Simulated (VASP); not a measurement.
The system is Al.

```xyz
1
Lattice="0.0000 2.0207 2.0207 2.0207 0.0000 2.0207 2.0207 2.0207 0.0000" Properties=species:S:1:pos:R:3 pbc="T T T"
Al    0.0000    0.0000    0.0000
```

| Item | Value |
| --- | --- |
| Program | VASP 6.6.1 |
| Task | relaxation of cell and atoms |
| Functional | LDA |
| Potentials or basis | VASP PAW LDA potentials, release 64 (Al) |
| Cutoff | 500 eV |
| k mesh | 18 × 18 × 18 |
| Occupations | gaussian, width 0.1 eV |
| Spin | no spin polarisation |

At the start: pressure -3.2 GPa; volume 16.50 Å³/atom.

Question: Where does the relaxation end?

Answer: Over 3 steps the energy falls by 7.1 meV/atom and the volume is 15.82 Å³/atom (-4.2 %); space group Fm-3m (No. 225, to 0.05 Å).

Step by step:
| step | energy change (eV) | largest force (eV/Å) | pressure (GPa) | volume (Å³) |
| --- | --- | --- | --- | --- |
| 1 | 0.0000 | 0.0000 | -3.19 | 16.50 |
| 2 | -0.0069 | 0.0000 | 0.46 | 15.73 |
| 3 | -0.0071 | 0.0000 | 0.00 | 15.82 |

Final structure:
```
Al
1.0
     0.00000    1.99235    1.99235
     1.99235    0.00000    1.99235
     1.99235    1.99235    0.00000
Al
1
Direct
  0.00000 0.00000 0.00000
```
